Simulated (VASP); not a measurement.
BiB: single point with PBEsol

The system is BiB.

```
B Bi
1.0
     0.00000    2.74487    2.74487
     2.74487    0.00000    2.74487
     2.74487    2.74487    0.00000
B Bi
1 1
Direct
  0.00000 0.00000 0.00000
  0.25000 0.25000 0.25000
```

```yaml
Program: VASP 6.6.1
Task: single point
Functional: PBEsol
Potentials_or_basis: VASP PAW PBE potentials, release 64 (B, Bi_d)
Cutoff: 520 eV
k_mesh: 6 × 6 × 6
Occupations: gaussian, width 0.001 eV
Spin: no spin polarisation
Dipole_correction: no
Further_INCAR_settings: ALGO = Normal; EDIFF = 1e-07; NBANDS = 16
```

The pressure is -1.7 GPa. The band gap on the k mesh is 0.30 eV.

Levels at points of the mesh, in eV from the valence-band top:
```
           k point  band 6  band 7  band 8  band 9  band 10  band 11  band 12  band 13
(0.00, 0.00, 0.00)  -14.18    0.00    0.00    0.00     0.30     2.76     2.76     2.76
(0.50, 0.00, 0.00)  -12.12   -7.71   -1.62   -1.62     0.38     4.12     4.12     5.91
(0.50, 0.50, 0.00)  -11.20   -7.81   -3.49   -3.49     0.81     0.88     8.28     8.63
```

Run time: 19 s on 1 thread of Intel Xeon 8259CL (shared host), peak memory 0.17 GiB.

Caveat: the PAW data sets were made with another functional, which shifts forces and pressure a little; spin-orbit coupling is left out, which moves the levels of the heavy elements. A k mesh can miss the band edges.
